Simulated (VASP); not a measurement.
# CoO (P6_3mc) in VASP: notebook, part 2 of 2

VASP 6.6.1. The steps go on from the part before.

**4. Single point, PBE+U, collinear spin, antiferromagnetic start (12.00 Å³/atom)**

This run uses another cell than the first one, of 12.00 Å³/atom.

INCAR reads:

```
SYSTEM = CoO
  PREC = Accurate
  ENCUT = 520
  EDIFF = 1E-6
  ISMEAR = 0
  SIGMA = 0.02
  LREAL = .False.
  LASPH = .True.
  NELM = 150
  ALGO = Normal
  ISIF = 2
  LWAVE = .False.
  LCHARG = .False.
  ISPIN = 2
  MAGMOM = -2.67 2.67 0 0
  LORBIT = 11
  LMAXMIX = 4
  LDAU = .True.
  LDAUTYPE = 2
  LDAUL = 2 -1
  LDAUU = 3.32 0
  LDAUJ = 0 0
  LDAUPRINT = 1
  GGA = PE
  NBANDS = 27
```

KPOINTS reads:

```
Automatic mesh
0
Gamma
  12 12 6
  0 0 0
```

POSCAR reads:

```
CoO
1.0
    3.2511128371      0.0000000000      0.0000000000
   -1.6255564186      2.8155463075      0.0000000000
    0.0000000000      0.0000000000      5.2453078121
Co O
2 2
Direct
    0.0000000000      0.0000000000      0.0006902352
    0.3333333333      0.6666666667      0.5006902233
    0.0000000000      0.0000000000      0.3743102711
    0.3333333333      0.6666666667      0.8743102704
```

Potentials or basis: VASP PAW PBE potentials, release 64 (Co, O).

Command:

```console
cat potpaw_PBE.64/Co/POTCAR potpaw_PBE.64/O/POTCAR > POTCAR
mpirun -np 1 vasp_std > vasp.out
```

OUTCAR:

```text
SYSTEM = CoO
   PREC = Accurate
   ENCUT = 520
   EDIFF = 1E-6
   ISMEAR = 0
   LREAL = .False.
   LASPH = .True.
   NELM = 150
   ISIF = 2
   ISPIN = 2
   LORBIT = 11
   GGA = PE

 ion  position               nearest neighbor table
   1  0.000  0.000  0.001-   3 1.96   4 1.99   4 1.99   4 1.99
   2  0.333  0.667  0.501-   4 1.96   3 1.99   3 1.99   3 1.99
   3  0.000  0.000  0.374-   1 1.96   2 1.99   2 1.99   2 1.99
   4  0.333  0.667  0.874-   2 1.96   1 1.99   1 1.99   1 1.99

  LATTYP: Found a hexagonal cell.
 ALAT       =     3.2511128371
 C/A-ratio  =     1.6133884226

  Lattice vectors:

 A1 = (   3.2511128371,   0.0000000000,   0.0000000000)
 A2 = (  -1.6255564186,   2.8155463075,   0.0000000000)
 A3 = (   0.0000000000,   0.0000000000,   5.2453078121)

Analysis of symmetry for initial positions (statically):
=====================================================================
 Subroutine PRICEL returns:
 Original cell was already a primitive cell.

 Routine SETGRP: Setting up the symmetry group for a
 hexagonal supercell.

 Subroutine GETGRP returns: Found 12 space group operations
 (whereof  6 operations were pure point group operations)
 out of a pool of 24 trial point group operations.

The static configuration has the point symmetry C_3v.
 The point group associated with its full space group is C_6v.

Analysis of symmetry for dynamics (positions and initial velocities):
=====================================================================
 Subroutine PRICEL returns:
 Original cell was already a primitive cell.

 Routine SETGRP: Setting up the symmetry group for a
 hexagonal supercell.

 Subroutine GETGRP returns: Found 12 space group operations
 (whereof  6 operations were pure point group operations)
 out of a pool of 24 trial point group operations.

[... 227 lines left out ...]

 number of electron      29.9999993 magnetization      -0.0000000

 Free energy of the ion-electron system (eV)
  ---------------------------------------------------
  ext. energy  EPLUGINS =         0.00000000
  ---------------------------------------------------
  free energy    TOTEN  =       -24.42893147 eV

  energy without entropy =      -24.42893147  energy(sigma->0) =      -24.42893147

 E-fermi :   5.0073     XC(G=0): -10.8341

 val. band max:        4.8408777516   @ k =   0.0000   0.0000   0.5000
 cond. band min:       6.0477032536   @ k =   0.0000   0.0000   0.0000
 fundamental gap:      1.2068255020
 Fermi energy:         5.0073036325

 spin component 1

 k-point     1 :       0.0000    0.0000    0.0000
  band No.  band energies     occupation
      1     -13.5630      1.00000
      2     -12.9251      1.00000
      3      -0.8891      1.00000
      4      -0.8891      1.00000
      5      -0.8143      1.00000
      6      -0.2681      1.00000
[... 1433 lines left out ...]
     26      19.7888      0.00000
     27      21.2160      0.00000

 [... further k-points ...]

------------------------ aborting loop because EDIFF is reached ----------------------------------------

  FORCE on cell =-STRESS in cart. coord.  units (eV):
  Direction    XX          YY          ZZ          XY          YZ          ZX
  --------------------------------------------------------------------------------------
  -------------------------------------------------------------------------------------
  Total        0.7118113      0.7118113      0.6832850     -0.0000000      0.0000000      0.0000000
  in kB       23.7525238     23.7525238     22.8006246     -0.0000000      0.0000000      0.0000000
  external PRESSURE =      23.4352241 kB  Pullay stress =       0.0000000 kB

 VOLUME and BASIS-vectors are now :
 -----------------------------------------------------------------------------
  energy-cutoff  :      520.00
  volume of cell :       48.01
      direct lattice vectors                 reciprocal lattice vectors
     3.251112837  0.000000000  0.000000000     0.307586986  0.177585429  0.000000000
    -1.625556419  2.815546308  0.000000000     0.000000000  0.355170859  0.000000000
     0.000000000  0.000000000  5.245307812     0.000000000  0.000000000  0.190646581

 POSITION                                       TOTAL-FORCE (eV/Angst)
 -----------------------------------------------------------------------------------
      0.00000      0.00000      0.00362        -0.000000      0.000000     -0.008439
     -0.00000      1.87703      2.62627         0.000000     -0.000000     -0.008439
      0.00000      0.00000      1.96337         0.000000     -0.000000      0.008439
     -0.00000      1.87703      4.58603        -0.000000      0.000000      0.008439
 -----------------------------------------------------------------------------------
    total drift:                               -0.000000     -0.000000      0.000344

  FREE ENERGIE OF THE ION-ELECTRON SYSTEM (eV)
  ---------------------------------------------------
  free  energy   TOTEN  =       -24.4289314736 eV

  energy  without entropy=      -24.4289314736  energy(sigma->0) =      -24.42893147

 total charge

# of ion       s       p       d       tot
------------------------------------------
    1        0.346   0.419   7.162   7.927
    2        0.346   0.419   7.162   7.927
    3        1.547   3.469   0.000   5.016
    4        1.547   3.469   0.000   5.016
--------------------------------------------------
tot          3.786   7.777  14.323  25.886

 magnetization (x)

# of ion       s       p       d       tot
------------------------------------------
    1       -0.015  -0.042  -2.589  -2.646
    2        0.015   0.042   2.589   2.646
    3        0.007   0.080   0.000   0.088
    4       -0.007  -0.080   0.000  -0.088
--------------------------------------------------
tot          0.000  -0.000  -0.000  -0.000
```

stdout:

```text
POSCAR found type information on POSCAR CoO
 POSCAR found :  2 types and       4 ions
 scaLAPACK will be used
 LDA part: xc-table for (Slater+PW92), standard interpolation
 POSCAR, INCAR and KPOINTS ok, starting setup
 FFT: planning ... GRIDC
 FFT: planning ... GRID_SOFT
 FFT: planning ... GRID
 WAVECAR not read
 entering main loop
```

Wall time 4 min (1 thread of Oxide Virtual Turin-like, shared host); peak memory 0.24 GiB.

What came out:

```
Free energy                                           : -24.4289 eV
Pressure                                              : 2.3 GPa
Largest force                                         : 0.008 eV/Å
Band gap on the k mesh                                : 1.21 eV (least direct gap 1.30 eV)
Net moment                                            : 0.00 μB per cell
Site moments                                          : Co -2.65, +2.65; O +0.09, -0.09 μB
Valence electrons inside the program's atomic spheres : Co 7.93; O 5.02
```

Forces on the atoms (eV/Å):
```
Co   0.000  0.000 -0.008
Co   0.000  0.000 -0.008
O    0.000  0.000  0.008
O    0.000  0.000  0.008
```

Stress tensor (GPa, compression positive):
```
2.38 0.00 0.00
0.00 2.38 0.00
0.00 0.00 2.28
```

Levels at points of the mesh, in eV from the valence-band top:
Spin up:
| k point | band 11 | band 12 | band 13 | band 14 | band 15 | band 16 | band 17 | band 18 | band 19 | band 20 |
| --- | --- | --- | --- | --- | --- | --- | --- | --- | --- | --- |
| (0.00, 0.00, 0.00) | -1.34 | -1.34 | -1.30 | -0.09 | -0.09 | 1.21 | 3.43 | 4.05 | 4.05 | 6.36 |
| (0.50, 0.00, 0.00) | -2.59 | -1.93 | -1.65 | -0.72 | -0.27 | 2.15 | 2.75 | 3.38 | 6.63 | 6.96 |
| (0.00, 0.00, 0.50) | -1.54 | -1.45 | -1.45 | 0.00 | 0.00 | 2.89 | 3.55 | 3.98 | 3.98 | 4.37 |
| (0.50, 0.00, 0.50) | -2.30 | -1.45 | -1.34 | -0.75 | -0.66 | 2.22 | 3.08 | 3.33 | 6.15 | 6.93 |
Spin down:
```
           k point  band 12  band 13  band 14  band 15  band 16  band 17  band 18  band 19
(0.00, 0.00, 0.00)    -1.34    -1.30    -0.09    -0.09     1.21     3.43     4.05     4.05
(0.50, 0.00, 0.00)    -1.93    -1.65    -0.72    -0.27     2.15     2.75     3.38     6.63
(0.00, 0.00, 0.50)    -1.45    -1.45     0.00     0.00     2.89     3.55     3.98     3.98
(0.50, 0.00, 0.50)    -1.45    -1.34    -0.75    -0.66     2.22     3.08     3.33     6.15
```

Eigenvalues of the final occupation matrices:
```tsv
site	spin	trace	eigenvalues
site 1 d	1	2.30	0.12 0.12 0.14 0.96 0.96
site 1 d	2	4.89	0.97 0.97 0.98 0.99 0.99
site 2 d	1	4.89	0.97 0.97 0.98 0.99 0.99
site 2 d	2	2.30	0.12 0.12 0.14 0.96 0.96
```

A k mesh can miss the band edges. The state reached can hang on the start; a lower one may exist.

**5. Single point, PBE+U, collinear spin, antiferromagnetic start (12.75 Å³/atom)**

This run uses another cell than the first one, of 12.75 Å³/atom.

INCAR reads:

```
SYSTEM = CoO
PREC = Accurate ; ENCUT = 520
EDIFF = 1E-6 ; ISMEAR = 0
SIGMA = 0.02 ; LREAL = .FALSE.
LASPH = .TRUE. ; NELM = 150
ALGO = Normal ; ISIF = 2
LWAVE = .FALSE. ; LCHARG = .TRUE.
ISPIN = 2 ; MAGMOM = -2.67 2.67 0 0
LORBIT = 11 ; LMAXMIX = 4
LDAU = .TRUE. ; LDAUTYPE = 2
LDAUL = 2 -1 ; LDAUU = 3.32 0
LDAUJ = 0 0 ; LDAUPRINT = 1
GGA = PE ; LELF = .TRUE.
LVHAR = .TRUE. ; NBANDS = 27
```

KPOINTS reads:

```
regular mesh
0
G
  12 12 6
  0 0 0
```

POSCAR reads:

```
CoO
1.0
    3.3179464929      0.0000000000      0.0000000000
   -1.6589732465      2.8734259512      0.0000000000
    0.0000000000      0.0000000000      5.3476355197
Co O
2 2
Direct
    0.0000000000      0.0000000000      0.0005751789
    0.3333333333      0.6666666667      0.5005751581
    0.0000000000      0.0000000000      0.3744253323
    0.3333333333      0.6666666667      0.8744253307
```

Command:

```console
cat potpaw_PBE.64/Co/POTCAR potpaw_PBE.64/O/POTCAR > POTCAR
mpirun -np 1 vasp_std > vasp.out
```

It took 7.1 min on 1 thread of Oxide Virtual Turin-like, shared host; peak memory 0.26 GiB.

It converged, with:

| Item | Value |
| --- | --- |
| Free energy | -24.4033 eV |
| Pressure | -5.0 GPa |
| Largest force | 0.019 eV/Å |
| Band gap on the k mesh | 1.19 eV (least direct gap 1.28 eV) |
| Net moment | 0.00 μB per cell |
| Site moments | Co -2.67, +2.67; O +0.08, -0.08 μB |
| Valence electrons inside the program's atomic spheres | Co 7.83; O 4.99 |

Forces in eV/Å, atoms in the order of the input:
```
Co   0.000  0.000 -0.019
Co   0.000  0.000 -0.019
O    0.000  0.000  0.019
O    0.000  0.000  0.019
```

Stress tensor (GPa, compression positive):
```
-4.91  0.00  0.00
 0.00 -4.91  0.00
 0.00  0.00 -5.19
```

Levels at points of the mesh, in eV from the valence-band top:
Spin up:
| k point | band 12 | band 13 | band 14 | band 15 | band 16 | band 17 | band 18 | band 19 |
| --- | --- | --- | --- | --- | --- | --- | --- | --- |
| (0.00, 0.00, 0.00) | -1.25 | -1.19 | -0.09 | -0.09 | 1.19 | 3.45 | 4.01 | 4.01 |
| (0.50, 0.00, 0.00) | -1.83 | -1.57 | -0.66 | -0.25 | 2.29 | 2.83 | 3.41 | 6.42 |
| (0.00, 0.00, 0.50) | -1.36 | -1.36 | 0.00 | 0.00 | 2.91 | 3.49 | 3.95 | 3.95 |
| (0.50, 0.00, 0.50) | -1.36 | -1.26 | -0.71 | -0.61 | 2.36 | 3.14 | 3.37 | 6.09 |
Spin down:
```csv
k point,band 11,band 12,band 13,band 14,band 15,band 16,band 17,band 18,band 19,band 20
"(0.00, 0.00, 0.00)",-1.25,-1.25,-1.19,-0.09,-0.09,1.19,3.45,4.01,4.01,6.17
"(0.50, 0.00, 0.00)",-2.46,-1.83,-1.57,-0.66,-0.25,2.29,2.83,3.41,6.42,6.88
"(0.00, 0.00, 0.50)",-1.54,-1.36,-1.36,0.00,0.00,2.91,3.49,3.95,3.95,4.29
"(0.50, 0.00, 0.50)",-2.22,-1.36,-1.26,-0.71,-0.61,2.36,3.14,3.37,6.09,6.76
```

Eigenvalues of the final occupation matrices:
| site | spin | trace | eigenvalues |
| --- | --- | --- | --- |
| site 1 d | 1 | 2.26 | 0.11 0.11 0.13 0.96 0.96 |
| site 1 d | 2 | 4.88 | 0.97 0.97 0.98 0.98 0.98 |
| site 2 d | 1 | 4.88 | 0.97 0.97 0.98 0.98 0.98 |
| site 2 d | 2 | 2.26 | 0.11 0.11 0.13 0.96 0.96 |

Caveat: the cell stands under tension.

**6. Single point, PBE+U, collinear spin, antiferromagnetic start (13.12 Å³/atom)**

This run uses another cell than the first one, of 13.12 Å³/atom.

INCAR reads:

```
SYSTEM = CoO
PREC     = Accurate       ! precision mode
ENCUT    = 520            ! plane-wave cutoff, eV
EDIFF    = 1E-7           ! SCF threshold, eV
ISMEAR   = 0              ! smearing method
SIGMA    = 0.02           ! smearing width, eV
LREAL    = .False.        ! projectors in reciprocal space
LASPH    = .True.         ! aspherical terms in the spheres
NELM     = 150            ! most SCF steps
ALGO     = Normal         ! electronic algorithm
ISIF     = 2              ! what is computed and relaxed
LWAVE    = .False.        ! write WAVECAR
LCHARG   = .True.         ! write CHGCAR
ISPIN    = 2              ! spin polarisation
MAGMOM   = -2.67 2.67 0 0 ! initial moments
LORBIT   = 11             ! projections on sites
LMAXMIX  = 4              ! l up to which the mixer works
LDAU     = .True.         ! DFT+U
LDAUTYPE = 2            
LDAUL    = 2 -1           ! shell
LDAUU    = 3.32 0         ! U, eV
LDAUJ    = 0 0          
LDAUPRINT= 1            
GGA      = PE             ! functional
LELF     = .True.         ! ELF
LVHAR    = .True.       
NBANDS   = 27             ! bands
```

KPOINTS reads:

```
regular mesh
0
Gamma
  12 12 6
  0 0 0
```

POSCAR reads:

```
CoO
1.0
    3.3519669689      0.0000000000      0.0000000000
   -1.6759834845      2.9028885477      0.0000000000
    0.0000000000      0.0000000000      5.3922464758
Co O
2 2
Direct
    0.0000000000      0.0000000000      0.0003591066
    0.3333333333      0.6666666667      0.5003590970
    0.0000000000      0.0000000000      0.3746413977
    0.3333333333      0.6666666667      0.8746413987
```

Potentials or basis: VASP PAW PBE potentials, release 64 (Co, O).

Command:

```console
cat potpaw_PBE.64/Co/POTCAR potpaw_PBE.64/O/POTCAR > POTCAR
mpirun -np 1 vasp_std > vasp.out
```

Run time: 5.5 min. Hardware: 1 thread of Oxide Virtual Turin-like, shared host; peak memory 0.27 GiB.

Results (log left out):

| Quantity | Value |
| --- | --- |
| Free energy | -24.3448 eV |
| Pressure | -7.9 GPa |
| Largest force | 0.016 eV/Å |
| Band gap on the k mesh | 1.19 eV (least direct gap 1.27 eV) |
| Net moment | 0.00 μB per cell |
| Site moments | Co -2.68, +2.68; O +0.08, -0.08 μB |
| Valence electrons inside the program's atomic spheres | Co 7.78; O 4.97 |

Forces in eV/Å, atoms in the order of the input:
```
Co   0.000  0.000 -0.016
Co   0.000  0.000 -0.016
O    0.000  0.000  0.016
O    0.000  0.000  0.016
```

Stress tensor (GPa, compression positive):
```
-7.81  0.00  0.00
 0.00 -7.81  0.00
 0.00  0.00 -8.04
```

Levels at points of the mesh, in eV from the valence-band top:
Spin up:
| k point | band 11 | band 12 | band 13 | band 14 | band 15 | band 16 | band 17 | band 18 | band 19 | band 20 |
| --- | --- | --- | --- | --- | --- | --- | --- | --- | --- | --- |
| (0.00, 0.00, 0.00) | -1.22 | -1.22 | -1.13 | -0.09 | -0.09 | 1.19 | 3.44 | 3.99 | 3.99 | 6.08 |
| (0.50, 0.00, 0.00) | -2.39 | -1.79 | -1.54 | -0.64 | -0.25 | 2.35 | 2.85 | 3.41 | 6.31 | 6.84 |
| (0.00, 0.00, 0.50) | -1.53 | -1.32 | -1.32 | 0.00 | 0.00 | 2.91 | 3.46 | 3.93 | 3.93 | 4.26 |
| (0.50, 0.00, 0.50) | -2.18 | -1.32 | -1.22 | -0.69 | -0.59 | 2.41 | 3.17 | 3.37 | 6.06 | 6.67 |
Spin down:
| k point | band 12 | band 13 | band 14 | band 15 | band 16 | band 17 | band 18 | band 19 |
| --- | --- | --- | --- | --- | --- | --- | --- | --- |
| (0.00, 0.00, 0.00) | -1.22 | -1.13 | -0.09 | -0.09 | 1.19 | 3.44 | 3.99 | 3.99 |
| (0.50, 0.00, 0.00) | -1.79 | -1.54 | -0.64 | -0.25 | 2.35 | 2.85 | 3.41 | 6.31 |
| (0.00, 0.00, 0.50) | -1.32 | -1.32 | 0.00 | 0.00 | 2.91 | 3.46 | 3.93 | 3.93 |
| (0.50, 0.00, 0.50) | -1.32 | -1.22 | -0.69 | -0.59 | 2.41 | 3.17 | 3.37 | 6.06 |

Eigenvalues of the final occupation matrices:
```
    site  spin  trace               eigenvalues
site 1 d     1   2.25  0.11 0.11 0.12 0.96 0.96
site 1 d     2   4.88  0.97 0.97 0.98 0.98 0.98
site 2 d     1   4.88  0.97 0.97 0.98 0.98 0.98
site 2 d     2   2.25  0.11 0.11 0.12 0.96 0.96
```

Caveat: the cell stands under tension. A k mesh can miss the band edges.

**7. Overview**

| cell | gap on the mesh (eV) | pressure (GPa) | moment (μB) | largest force (eV/Å) |
| --- | --- | --- | --- | --- |
| a = 3.295, b = 3.295, c = 5.308 Å, angles 90.0, 90.0, 120.0°, 4 atoms, atomic positions A | 1.20 | -2.6 | 0.00 | 0.01 |
| a = 3.212, b = 3.212, c = 5.206 Å, angles 90.0, 90.0, 120.0°, 4 atoms, atomic positions B | 1.21 | 6.9 | 0.00 | 0.01 |
| a = 3.251, b = 3.251, c = 5.245 Å, angles 90.0, 90.0, 120.0°, 4 atoms, atomic positions C | 1.21 | 2.3 | 0.00 | 0.01 |
| a = 3.318, b = 3.318, c = 5.348 Å, angles 90.0, 90.0, 120.0°, 4 atoms, atomic positions D | 1.19 | -5.0 | 0.00 | 0.02 |
| a = 3.352, b = 3.352, c = 5.392 Å, angles 90.0, 90.0, 120.0°, 4 atoms, atomic positions E | 1.19 | -7.9 | 0.00 | 0.02 |

Alike in all rows: task single point; level PBE+U; potentials or basis VASP PAW PBE potentials, release 64 (Co, O); spin collinear, antiferromagnetic start; Co d U = 3.32 eV; k mesh 12 × 12 × 6; cutoff (eV) 520; smearing gaussian 0.02 eV.

Caveats: the cell stands under tension (at least some runs); the cell stands under pressure (at least some runs).

Total energies depend on the potentials used, so only differences within one code and one set of settings carry meaning.
